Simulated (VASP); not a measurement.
Set up this calculation in VASP 6.6.1, as the native input.

| Property | Result |
| --- | --- |
| Task | single point |
| Functional | PBEsol |
| Potentials or basis | VASP PAW PBE potentials, release 64 (N) |
| Cutoff | 520 eV |
| k mesh | 4 × 4 × 4 |
| Occupations | gaussian, width 0.05 eV |
| Spin | collinear spin, ferromagnetic start |
| Starting moments | [3.24, 3.24, 3.24, 3.24] μB |
| Dipole correction | no |
| Further INCAR settings | ALGO = Normal; EDIFF = 1e-06; NBANDS = 22 |

The structure of N lies in POSCAR:

```
N
1.0
    5.8714195831      0.3669637239      0.3669637239
    0.3669637239      5.8714195831      0.3669637239
    0.3669637239      0.3669637239      5.8714195831
N
4
Direct
    0.0000638858      0.0000638858      0.0000638858
    0.4999361142      0.9999361142      0.5000638858
    0.5000638858      0.4999361142      0.9999361142
    0.9999361142      0.5000638858      0.4999361142
```

This cell differs from its parent crystal: ratio of the length along [111] to the lengths across it x 1.2, volume and fractional coordinates fixed.

The input as run:

INCAR

```
SYSTEM = N
  ALGO = Normal
  EDIFF = 1E-6
  ENCUT = 520
  GGA = PS
  ISIF = 2
  ISMEAR = 0
  ISPIN = 2
  LASPH = .True.
  LCHARG = .False.
  LORBIT = 11
  LREAL = .False.
  LWAVE = .False.
  MAGMOM = 3.24 3.24 3.24 3.24
  NBANDS = 22
  NELM = 150
  PREC = Accurate
  SIGMA = 0.05
```

KPOINTS

```
k-points
0
Gamma
  4 4 4
  0 0 0
```

Potentials or basis: VASP PAW PBE potentials, release 64 (N).

Launch:

```console
$ cat potpaw_PBE.64/N/POTCAR > POTCAR
$ mpirun -np 1 vasp_std > vasp.out
```

Results of the run:

- Pressure: 0.0 GPa
- Band gap on the k mesh: 3.23 eV
- Net moment: 12.00 μB per cell
- Site moments: N +1.94 μB
- Valence electrons inside the program's atomic spheres: N 3.27

Caveat: the PAW data sets were made with another functional, which shifts forces and pressure a little.

It took 69 s on 1 thread of Intel(R) Xeon(R) 6975P-C (Granite Rapids), on a shared host, peak memory 0.41 GiB.
